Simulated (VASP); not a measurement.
# KCl in VASP: notebook

Runs on KCl. Level: PBEsol. Tasks: electric field gradients.

Program: VASP 6.6.1. These are calculated values, not measurements. Logs are shortened: lines on timing, memory, paths and dates and some standing lists are left out, and cuts for length are marked.

### Step 1. The cell of the first run

Symmetry: P4/mmm, No. 123, tetragonal system. The conventional cell has a = 3.707 Å, b = 3.707 Å, c = 3.634 Å, α = 90.00°, β = 90.00°, γ = 90.00°. K (site symmetry 4/mmm) has 8 Cl at 3.19 Å and 6 K at 3.63 to 3.71 Å within 4.2 Å. Cl (site symmetry 4/mmm) has 8 K at 3.19 Å and 6 Cl at 3.63 to 3.71 Å within 4.2 Å.

### Step 2. Electric field gradients, PBEsol (equal xx and yy strain of +2 %)

INCAR reads:

```
SYSTEM = KCl
PREC = Accurate
ENCUT = 400
EDIFF = 1E-8
ISMEAR = -1
SIGMA = 0.01
LREAL = .FALSE.
LASPH = .TRUE.
NELM = 120
ALGO = Normal
ISIF = 2
LWAVE = .FALSE.
LCHARG = .FALSE.
GGA = PS
LEFG = .TRUE.
NBANDS = 15
GGA_COMPAT = .FALSE.
```

KPOINTS reads:

```
regular mesh
0
G
  7 7 7
  0 0 0
```

POSCAR reads:

```
KCl
1.0
    3.7066800000      0.0000000000      0.0000000000
    0.0000000000      3.7066800000      0.0000000000
    0.0000000000      0.0000000000      3.6340000000
K Cl
1 1
Direct
    0.0000000000      0.0000000000      0.0000000000
    0.5000000000      0.5000000000      0.5000000000
```

Potentials or basis: VASP PAW PBE potentials, release 64 (K_sv, Cl).

Command:

```
> cat potpaw_PBE.64/K_sv/POTCAR potpaw_PBE.64/Cl/POTCAR > POTCAR
> mpirun -np 1 vasp_std > vasp.out
```

OUTCAR:

```text
SYSTEM = KCl
   PREC = Accurate
   ENCUT = 400
   EDIFF = 1E-8
   ISMEAR = -1
   LREAL = .FALSE.
   LASPH = .TRUE.
   NELM = 120
   ISIF = 2
   GGA = PS

 ion  position               nearest neighbor table
   1  0.000  0.000  0.000-   2 3.19   2 3.19   2 3.19   2 3.19   2 3.19   2 3.19   2 3.19   2 3.19

   2  0.500  0.500  0.500-   1 3.19   1 3.19   1 3.19   1 3.19   1 3.19   1 3.19   1 3.19   1 3.19

  LATTYP: Found a simple tetragonal cell.
 ALAT       =     3.7066800000
 C/A-ratio  =     0.9803921569

  Lattice vectors:

 A1 = (   3.7066800000,   0.0000000000,   0.0000000000)
 A2 = (   0.0000000000,   3.7066800000,   0.0000000000)
 A3 = (   0.0000000000,   0.0000000000,   3.6340000000)

Analysis of symmetry for initial positions (statically):
=====================================================================
 Subroutine PRICEL returns:
 Original cell was already a primitive cell.

 Routine SETGRP: Setting up the symmetry group for a
 simple tetragonal supercell.

 Subroutine GETGRP returns: Found 16 space group operations
 (whereof 16 operations were pure point group operations)
 out of a pool of 16 trial point group operations.

The static configuration has the point symmetry D_4h.

Analysis of symmetry for dynamics (positions and initial velocities):
=====================================================================
 Subroutine PRICEL returns:
 Original cell was already a primitive cell.

 Routine SETGRP: Setting up the symmetry group for a
 simple tetragonal supercell.

 Subroutine GETGRP returns: Found 16 space group operations
 (whereof 16 operations were pure point group operations)
 out of a pool of 16 trial point group operations.

The dynamic configuration has the point symmetry D_4h.

 Subroutine INISYM returns: Found 16 space group operations
 (whereof 16 operations are pure point group operations),
 and found     1 'primitive' translations

----------------------------------------------------------------------------------------

                                     Primitive cell

  volume of cell :      49.9293

  direct lattice vectors                    reciprocal lattice vectors
     3.706680000  0.000000000  0.000000000     0.269783202  0.000000000  0.000000000
     0.000000000  3.706680000  0.000000000     0.000000000  0.269783202  0.000000000
[... 136 lines left out ...]
 fundamental gap:      5.1153216992
 Fermi energy:         0.0763198455

 k-point     1 :       0.0000    0.0000    0.0000
  band No.  band energies     occupation
      1     -27.9422      2.00000
      2     -13.0513      2.00000
      3     -11.3696      2.00000
      4     -11.3696      2.00000
      5     -11.3510      2.00000
      6      -0.5113      2.00000
      7      -0.5113      2.00000
      8      -0.3881      2.00000
      9       4.9170      0.00000
     10       5.9968      0.00000
     11       6.0980      0.00000
     12      10.5936      0.00000
     13      10.7571      0.00000
     14      10.7571      0.00000
[... 401 lines left out ...]
      2     -12.9710      2.00000
      3     -11.5869      2.00000
      4     -11.4005      2.00000
      5     -11.2966      2.00000
      6      -1.8940      2.00000
      7      -1.2773      2.00000
      8      -0.4029      2.00000
      9       6.6829      0.00000
     10       7.3739      0.00000
     11       9.1559      0.00000
     12       9.5491      0.00000
     13       9.5507      0.00000
     14      10.7417      0.00000
     15      12.3550      0.00000

 [... further k-points ...]

------------------------ aborting loop because EDIFF is reached ----------------------------------------

  FORCE on cell =-STRESS in cart. coord.  units (eV):
  Direction    XX          YY          ZZ          XY          YZ          ZX
  --------------------------------------------------------------------------------------
  -------------------------------------------------------------------------------------
  Total        0.2700739      0.2700739      0.5706103      0.0000000      0.0000000      0.0000000
  in kB        8.6663864      8.6663864     18.3102829      0.0000000      0.0000000      0.0000000
  external PRESSURE =      11.8810186 kB  Pullay stress =       0.0000000 kB

 VOLUME and BASIS-vectors are now :
 -----------------------------------------------------------------------------
  energy-cutoff  :      400.00
  volume of cell :       49.93
      direct lattice vectors                 reciprocal lattice vectors
     3.706680000  0.000000000  0.000000000     0.269783202  0.000000000  0.000000000
     0.000000000  3.706680000  0.000000000     0.000000000  0.269783202  0.000000000
     0.000000000  0.000000000  3.634000000     0.000000000  0.000000000  0.275178866

 POSITION                                       TOTAL-FORCE (eV/Angst)
 -----------------------------------------------------------------------------------
      0.00000      0.00000      0.00000         0.000000      0.000000      0.000000
      1.85334      1.85334      1.81700         0.000000      0.000000      0.000000
 -----------------------------------------------------------------------------------
    total drift:                                0.000000      0.000000     -0.000000

  FREE ENERGIE OF THE ION-ELECTRON SYSTEM (eV)
  ---------------------------------------------------
  free  energy   TOTEN  =        -6.9054048384 eV

  energy  without entropy=       -6.9054048384  energy(sigma->0) =       -6.90540484

 Electric field gradients (V/A^2)
---------------------------------------------------------------------
 ion       V_xx      V_yy      V_zz      V_xy      V_xz      V_yz
---------------------------------------------------------------------
   1      -1.278    -1.278     2.556    -0.000    -0.000    -0.000
   2       2.536     2.536    -5.071    -0.000    -0.000     0.000
---------------------------------------------------------------------

 Electric field gradients after diagonalization (V/A^2)
 (convention: |V_zz| > |V_xx| > |V_yy|)
----------------------------------------------------------------------
 ion       V_xx      V_yy      V_zz     asymmetry (V_yy - V_xx)/ V_zz
----------------------------------------------------------------------
   1      -1.278    -1.278     2.556       0.000
   2       2.536     2.536    -5.071       0.000
----------------------------------------------------------------------

           NMR quadrupolar parameters

 Cq : quadrupolar parameter    Cq=e*Q*V_zz/h
 eta: asymmetry parameters     (V_yy - V_xx)/ V_zz
 Q  : nuclear electric quadrupole moment in mb (millibarn)
----------------------------------------------------------------------
 ion       Cq(MHz)       eta       Q (mb)
----------------------------------------------------------------------
   1       0.006       0.000       1.000
   2      -0.012       0.000       1.000
----------------------------------------------------------------------
```

stdout:

```text
POSCAR found type information on POSCAR K Cl
 POSCAR found :  2 types and       2 ions
 scaLAPACK will be used
 -----------------------------------------------------------------------------
|                                                                             |
|                                                                             |
|     You enforced a specific xc type in the INCAR file but a different       |
|     I HOPE YOU KNOW WHAT YOU ARE DOING!                                     |
|                                                                             |
 -----------------------------------------------------------------------------

 LDA part: xc-table for (Slater+PW92), standard interpolation
 POSCAR, INCAR and KPOINTS ok, starting setup
 FFT: planning ... GRIDC
 FFT: planning ... GRID_SOFT
 FFT: planning ... GRID
 WAVECAR not read
 entering main loop
ion   1

ion   2
```

Wall time 17 s (1 thread of Intel Xeon 8259CL, shared host); peak memory 0.14 GiB.

What came out:

```yaml
Free_energy: -6.9054 eV
Pressure: 1.2 GPa
Band_gap_on_the_k_mesh: 5.12 eV (least direct gap 5.31 eV)
Largest_electric_field_gradient_by_atom: K +2.6; Cl -5.1 V/Å²
```

Levels at points of the mesh, in eV from the valence-band top:
```
           k point  band 4  band 5  band 6  band 7  band 8  band 9  band 10  band 11  band 12  band 13
(0.00, 0.00, 0.00)  -11.17  -11.15   -0.31   -0.31   -0.19    5.12     6.20     6.30    10.79    10.96
```

Electric field gradients, principal values (V/Å²):
```csv
atom,least,middle,greatest (by size)
1 K,-1.278,-1.278,2.556
2 Cl,2.536,2.536,-5.071
```

Caveat: the cell differs from its parent crystal (equal xx and yy strain of +2 %); without QUAD_EFG the Cq values of the log hold for a quadrupole moment of 1 mb, not for the nuclei; the PAW data sets were made with another functional, which shifts forces and pressure a little.

### Step 3. Electric field gradients, PBEsol (equal xx and yy strain of +2 %)

INCAR reads:

```
  ALGO = Normal
  EDIFF = 1E-8
  ENCUT = 400
  GGA = PS
  GGA_COMPAT = F
  ISIF = 2
  ISMEAR = -1
  LASPH = T
  LCHARG = F
  LEFG = T
  LREAL = F
  LWAVE = F
  NBANDS = 15
  NELM = 120
  PREC = Accurate
  SIGMA = 0.01
```

KPOINTS reads:

```
k-points
0
Gamma
  7 7 7
```

POSCAR is that of step 2.

Potentials or basis: VASP PAW PBE potentials, release 64 (K_sv, Cl).

Command:

```
> cat potpaw_PBE.64/K_sv/POTCAR potpaw_PBE.64/Cl/POTCAR > POTCAR
> mpirun -np 1 vasp_std > vasp.out
```

OUTCAR:

```text
EDIFF = 1E-8
   ENCUT = 400
   GGA = PS
   ISIF = 2
   ISMEAR = -1
   LASPH = T
   LREAL = F
   NELM = 120
   PREC = Accurate

 ion  position               nearest neighbor table
   1  0.000  0.000  0.000-   2 3.19   2 3.19   2 3.19   2 3.19   2 3.19   2 3.19   2 3.19   2 3.19

   2  0.500  0.500  0.500-   1 3.19   1 3.19   1 3.19   1 3.19   1 3.19   1 3.19   1 3.19   1 3.19

  LATTYP: Found a simple tetragonal cell.
 ALAT       =     3.7066800000
 C/A-ratio  =     0.9803921569

  Lattice vectors:

 A1 = (   3.7066800000,   0.0000000000,   0.0000000000)
 A2 = (   0.0000000000,   3.7066800000,   0.0000000000)
 A3 = (   0.0000000000,   0.0000000000,   3.6340000000)

Analysis of symmetry for initial positions (statically):
=====================================================================
 Subroutine PRICEL returns:
 Original cell was already a primitive cell.

 Routine SETGRP: Setting up the symmetry group for a
 simple tetragonal supercell.

 Subroutine GETGRP returns: Found 16 space group operations
 (whereof 16 operations were pure point group operations)
 out of a pool of 16 trial point group operations.

The static configuration has the point symmetry D_4h.

Analysis of symmetry for dynamics (positions and initial velocities):
=====================================================================
 Subroutine PRICEL returns:
 Original cell was already a primitive cell.

 Routine SETGRP: Setting up the symmetry group for a
 simple tetragonal supercell.

 Subroutine GETGRP returns: Found 16 space group operations
 (whereof 16 operations were pure point group operations)
 out of a pool of 16 trial point group operations.

The dynamic configuration has the point symmetry D_4h.

 Subroutine INISYM returns: Found 16 space group operations
 (whereof 16 operations are pure point group operations),
 and found     1 'primitive' translations

----------------------------------------------------------------------------------------

                                     Primitive cell

  volume of cell :      49.9293

  direct lattice vectors                    reciprocal lattice vectors
     3.706680000  0.000000000  0.000000000     0.269783202  0.000000000  0.000000000
     0.000000000  3.706680000  0.000000000     0.000000000  0.269783202  0.000000000
     0.000000000  0.000000000  3.634000000     0.000000000  0.000000000  0.275178866

  length of vectors
     3.706680000  3.706680000  3.634000000     0.269783202  0.269783202  0.275178866

  position of ions in fractional coordinates (direct lattice)
     0.000000000  0.000000000  0.000000000
     0.500000000  0.500000000  0.500000000

  ion indices of the primitive-cell ions
   primitive index   ion index
                 1           1
                 2           2

----------------------------------------------------------------------------------------

 KPOINTS: k-points
[... 84 lines left out ...]
   EFERMI_NEDOS =   21; number of points for ismear=-14 and -15
   IALGO  =     38    algorithm
   IMIX   =      4    mixing-type and parameters
     AMIX     =   0.40;   BMIX     =  1.00
     AMIX_MAG =   1.60;   BMIX_MAG =  1.00
  volume/ion in A,a.u.               =      24.96       168.47
  Fermi-wavevector in a.u.,A,eV,Ry     =   1.120288  2.117038 17.075935  1.255046
  Thomas-Fermi vector in A             =   2.256934
   LORBIT       =      0    0 simple, 1 ext, 2 COOP (PROOUT), +10 PAW based schemes
   GGA     = PS    functional components
   LHFCALC =     F    Hartree Fock is set to
   AEXX    =    0.0000 exact exchange contribution
   IVDW    =     0    specifies the selected vdW correction
   LEPSILON=     F    determine dielectric tensor
   LRPA    =     F    only Hartree local field effects (RPA)
 non-spin polarized calculation
  energy-cutoff  :      400.00
  volume of cell :       49.93
 maximum number of plane-waves:       925
   NGX = 13   NGY = 13   NGZ = 11

 number of electron      15.9999995 magnetization

 Free energy of the ion-electron system (eV)
  ---------------------------------------------------
  ext. energy  EPLUGINS =         0.00000000
  ---------------------------------------------------
  free energy    TOTEN  =        -6.90540484 eV

  energy without entropy =       -6.90540484  energy(sigma->0) =       -6.90540484

 E-fermi :   0.0763     XC(G=0):  -8.8429

 val. band max:       -0.1983462842   @ k =   0.4286   0.4286   0.0000
 cond. band min:       4.9169754150   @ k =   0.0000   0.0000   0.0000
 fundamental gap:      5.1153216992
 Fermi energy:         0.0763198455

 k-point     1 :       0.0000    0.0000    0.0000
  band No.  band energies     occupation
      1     -27.9422      2.00000
      2     -13.0513      2.00000
      3     -11.3696      2.00000
      4     -11.3696      2.00000
      5     -11.3510      2.00000
      6      -0.5113      2.00000
      7      -0.5113      2.00000
      8      -0.3881      2.00000
      9       4.9170      0.00000
     10       5.9968      0.00000
     11       6.0980      0.00000
     12      10.5936      0.00000
     13      10.7571      0.00000
     14      10.7571      0.00000
[... 401 lines left out ...]
      2     -12.9710      2.00000
      3     -11.5869      2.00000
      4     -11.4005      2.00000
      5     -11.2966      2.00000
      6      -1.8940      2.00000
      7      -1.2773      2.00000
      8      -0.4029      2.00000
      9       6.6829      0.00000
     10       7.3739      0.00000
     11       9.1559      0.00000
     12       9.5491      0.00000
     13       9.5507      0.00000
     14      10.7417      0.00000
     15      12.3550      0.00000

 [... further k-points ...]

------------------------ aborting loop because EDIFF is reached ----------------------------------------

  FORCE on cell =-STRESS in cart. coord.  units (eV):
  Direction    XX          YY          ZZ          XY          YZ          ZX
  --------------------------------------------------------------------------------------
  -------------------------------------------------------------------------------------
  Total        0.2700739      0.2700739      0.5706103      0.0000000      0.0000000      0.0000000
  in kB        8.6663864      8.6663864     18.3102829      0.0000000      0.0000000      0.0000000
  external PRESSURE =      11.8810186 kB  Pullay stress =       0.0000000 kB

 VOLUME and BASIS-vectors are now :
 -----------------------------------------------------------------------------
  energy-cutoff  :      400.00
  volume of cell :       49.93
      direct lattice vectors                 reciprocal lattice vectors
     3.706680000  0.000000000  0.000000000     0.269783202  0.000000000  0.000000000
     0.000000000  3.706680000  0.000000000     0.000000000  0.269783202  0.000000000
     0.000000000  0.000000000  3.634000000     0.000000000  0.000000000  0.275178866

 POSITION                                       TOTAL-FORCE (eV/Angst)
 -----------------------------------------------------------------------------------
      0.00000      0.00000      0.00000         0.000000      0.000000      0.000000
      1.85334      1.85334      1.81700         0.000000      0.000000      0.000000
 -----------------------------------------------------------------------------------
    total drift:                                0.000000      0.000000     -0.000000

  FREE ENERGIE OF THE ION-ELECTRON SYSTEM (eV)
  ---------------------------------------------------
  free  energy   TOTEN  =        -6.9054048384 eV

  energy  without entropy=       -6.9054048384  energy(sigma->0) =       -6.90540484

 Electric field gradients (V/A^2)
---------------------------------------------------------------------
 ion       V_xx      V_yy      V_zz      V_xy      V_xz      V_yz
---------------------------------------------------------------------
   1      -1.278    -1.278     2.556    -0.000    -0.000    -0.000
   2       2.536     2.536    -5.071    -0.000    -0.000     0.000
---------------------------------------------------------------------

 Electric field gradients after diagonalization (V/A^2)
 (convention: |V_zz| > |V_xx| > |V_yy|)
----------------------------------------------------------------------
 ion       V_xx      V_yy      V_zz     asymmetry (V_yy - V_xx)/ V_zz
----------------------------------------------------------------------
   1      -1.278    -1.278     2.556       0.000
   2       2.536     2.536    -5.071       0.000
----------------------------------------------------------------------

           NMR quadrupolar parameters

 Cq : quadrupolar parameter    Cq=e*Q*V_zz/h
 eta: asymmetry parameters     (V_yy - V_xx)/ V_zz
 Q  : nuclear electric quadrupole moment in mb (millibarn)
----------------------------------------------------------------------
 ion       Cq(MHz)       eta       Q (mb)
----------------------------------------------------------------------
   1       0.006       0.000       1.000
   2      -0.012       0.000       1.000
----------------------------------------------------------------------
```

stdout:

```text
POSCAR found type information on POSCAR K Cl
 POSCAR found :  2 types and       2 ions
 scaLAPACK will be used
 -----------------------------------------------------------------------------
|                                                                             |
|                                                                             |
|     You enforced a specific xc type in the INCAR file but a different       |
|     I HOPE YOU KNOW WHAT YOU ARE DOING!                                     |
|                                                                             |
 -----------------------------------------------------------------------------

 LDA part: xc-table for (Slater+PW92), standard interpolation
 POSCAR, INCAR and KPOINTS ok, starting setup
 FFT: planning ... GRIDC
 FFT: planning ... GRID_SOFT
 FFT: planning ... GRID
 WAVECAR not read
 entering main loop
ion   1

ion   2
```

Wall time 18 s (1 thread of Intel Xeon 8259CL, shared host); peak memory 0.15 GiB.

Results:

```
Free energy                             : -6.9054 eV
Pressure                                : 1.2 GPa
Band gap on the k mesh                  : 5.12 eV (least direct gap 5.31 eV)
Largest electric field gradient by atom : K +2.6; Cl -5.1 V/Å²
```

Levels at points of the mesh, in eV from the valence-band top:
```
           k point  band 5  band 6  band 7  band 8  band 9  band 10  band 11  band 12
(0.00, 0.00, 0.00)  -11.15   -0.31   -0.31   -0.19    5.12     6.20     6.30    10.79
```

Electric field gradients, principal values (V/Å²):
| atom | least | middle | greatest (by size) |
| --- | --- | --- | --- |
| 1 K | -1.278 | -1.278 | 2.556 |
| 2 Cl | 2.536 | 2.536 | -5.071 |

Caveat: the cell differs from its parent crystal (equal xx and yy strain of +2 %); without QUAD_EFG the Cq values of the log hold for a quadrupole moment of 1 mb, not for the nuclei; the PAW data sets were made with another functional, which shifts forces and pressure a little.

(Part 1 of 2 ends here.)
